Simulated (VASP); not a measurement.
Here is a VASP 6.6.1 calculation.

File INCAR:

```
  PREC = Accurate
  ENCUT = 600
  EDIFF = 1E-6
  ISMEAR = -1
  SIGMA = 0.1
  LREAL = False
  LASPH = True
  NELM = 100
  ALGO = Normal
  ISIF = 3
  LWAVE = False
  LCHARG = False
  GGA = RE
  IBRION = 2
  NSW = 80
  EDIFFG = -0.01
```

File KPOINTS:

```
regular mesh
0
Gamma
  14 14 8
```

The input POSCAR:

```
Cu
1.0
    2.5561591618      0.0000000000      0.0000000000
   -1.2780795809      2.2136987702      0.0000000000
    0.0000000000      0.0000000000      4.1742079112
Cu
2
Direct
    0.3333333333      0.6666666667      0.2500000000
    0.6666666667      0.3333333333      0.7500000000
```

Potentials or basis: VASP PAW PBE potentials, release 64 (Cu).

The run is started by

```sh
$ cat potpaw_PBE.64/Cu/POTCAR > POTCAR
$ mpirun -np 1 vasp_std > vasp.out
```

Question: What does it give for the relaxed volume?

Answer: 12.36 Å³/atom.

Question: What does it give for the space group after relaxing (to 0.1 Å)?

Answer: P6_3/mmc (No. 194).

Stress tensor (GPa, compression positive):
```
-0.05  0.00  0.00
 0.00 -0.05  0.00
 0.00  0.00  0.05
```

Caveat: the PAW data sets were made with another functional, which shifts forces and pressure a little.
